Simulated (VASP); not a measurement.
Wanted: the native input for a VASP 6.6.1 run.

| Item | Value |
| --- | --- |
| Task | relaxation of cell and atoms |
| Functional | PBE |
| Dispersion | D3(BJ) |
| Potentials or basis | VASP PAW PBE potentials, release 64 (Mo_sv, S) |
| Cutoff | 600 eV |
| k mesh | 15 × 15 × 15 |
| Occupations | gaussian, width 0.1 eV |
| Spin | no spin polarisation |
| Dipole correction | no |
| Further INCAR settings | ALGO = Normal; EDIFF = 1e-06; IBRION = 2; EDIFFG = -0.005; NSW = 100; ISIF = 3 |

The structure of MoS2 lies in POSCAR:

```
MoS2
1.0
    1.5717389947      0.9074439317      5.9740877720
   -1.5717389947      0.9074439317      5.9740877720
    0.0000000000     -1.8148878633      5.9740877720
Mo S
1 2
Direct
    0.0000000000      0.0000000000      0.0000000000
    0.7556519152      0.7556519152      0.7556519152
    0.2443480848      0.2443480848      0.2443480848
```

These files were run (other wordings do the same):

INCAR

```
  PREC = Accurate
  ENCUT = 600
  EDIFF = 1E-6
  ISMEAR = 0
  SIGMA = 0.1
  LREAL = False
  LASPH = True
  NELM = 100
  ALGO = Normal
  ISIF = 3
  LWAVE = False
  LCHARG = False
  GGA = PE
  IVDW = 12
  IBRION = 2
  NSW = 100
  EDIFFG = -0.005
  LUSENCCL = False
```

KPOINTS

```
Automatic mesh
0
Gamma
  15 15 15
```

Potentials or basis: VASP PAW PBE potentials, release 64 (Mo_sv, S).

Launch:

```sh
$ cat potpaw_PBE.64/Mo_sv/POTCAR potpaw_PBE.64/S/POTCAR > POTCAR
$ mpirun -np 1 vasp_std > vasp.out
```

It gave:

```yaml
Relaxed_volume: 16.87 Å³/atom
Relaxed_cell: a = 6.224 Å, b = 6.224 Å, c = 6.224 Å, α = 29.16°, β = 29.16°, γ = 29.16°
Space_group_after_relaxing_to_0.1_Å: R-3m (No. 166)
Energy_gained_by_relaxing: 0.4 meV/atom
Ionic_steps: 11
Pressure_after_relaxing: 0.0 GPa
Band_gap_on_the_k_mesh: zero (bands 13 and 14 overlap by 0.39 eV)
Dispersion_energy_per_atom: -0.450 eV
```

Run time: 50 min on 1 × NVIDIA H100 80GB with 1 thread of AMD EPYC 7R13 Processor (Zen 3), with other jobs on the host, peak memory 1.7 GiB.
